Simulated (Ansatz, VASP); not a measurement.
CdSb3O in VASP and in Ansatz

INCAR

```
PREC     = Accurate       # precision mode
ENCUT    = 520            # plane-wave cutoff, eV
EDIFF    = 1E-6           # SCF threshold, eV
ISMEAR   = 0              # smearing method
SIGMA    = 0.1            # smearing width, eV
LREAL    = F              # projectors in reciprocal space
LASPH    = T              # aspherical terms in the spheres
NELM     = 60             # most SCF steps
ALGO     = Normal         # electronic algorithm
ISIF     = 2              # what is computed and relaxed
LWAVE    = F              # write WAVECAR
LCHARG   = F              # write CHGCAR
GGA      = PE             # functional
NBANDS   = 24             # bands
```

KPOINTS

```
regular mesh
0
Gamma
  4 4 4
```

The input POSCAR:

```
CdSb3O
1.0
    4.2955708200      0.0000000000      0.0000000000
    0.0000000000      4.2955708200      0.0000000000
    0.0000000000      0.0000000000      6.9507062200
Cd Sb O
1 3 1
Direct
    0.5000000000      0.5000000000      0.0000000000
    0.0000000000      0.0000000000      0.5000000000
    0.5000000000      0.5000000000      0.2704450900
    0.5000000000      0.5000000000      0.7295549100
    0.5000000000      0.5000000000      0.5000000000
```

Input for Ansatz:

```yaml
crystal:
  lattice:
    - [4.29557082, 0.0, 0.0]
    - [0.0, 4.29557082, 0.0]
    - [0.0, 0.0, 6.95070622]
  atoms:
    - { symbol: Cd, position: [0.5, 0.5, 0.0] }
    - { symbol: Sb, position: [0.0, 0.0, 0.5] }
    - { symbol: Sb, position: [0.5, 0.5, 0.27044509] }
    - { symbol: Sb, position: [0.5, 0.5, 0.72955491] }
    - { symbol: O, position: [0.5, 0.5, 0.5] }
basis:
  ecutwfc: 420
kpoints:
  mp_grid: { grid: [4, 4, 4] }
hamiltonian:
  xc: pbe
scf:
  occupations: { method: gaussian, width: 0.1 }
  lower_state_search: "off"
output:
  forces: true
  stress: true
  eigenvalues: true
```

Alike in both runs: task single point; functional PBE; k mesh 4 × 4 × 4; occupations gaussian, width 0.1 eV; no spin polarisation.

|  | VASP | Ansatz |
| --- | --- | --- |
| version | VASP 6.6.1 | Ansatz 0.2.0 |
| potentials or method | VASP PAW PBE potentials, release 64 (Cd, Sb, O), cutoff 520 eV | scalar-relativistic, plane waves, PAW |
| valence electrons in the cell | 33 | 71 |

VASP gave:

- gap on the k mesh at the Fermi level (eV): none
- rms of the force components (eV/Å): 3.042

Problem. What did Ansatz give for the same quantities?

Solution. gap on the k mesh at the Fermi level (eV): none; rms of the force components (eV/Å): 4.279.

Atom by atom the forces differ by 1.237 eV/Å (rms over components). A gap of «none» marks a metal or a gap that the smearing closes. VASP's potentials hold 33 valence electrons a cell and Ansatz's 71, so a difference there can come from the potentials and not from the codes.

The k mesh is coarse, so the values compare programs but aren't converged. Neither program's run includes spin-orbit coupling.
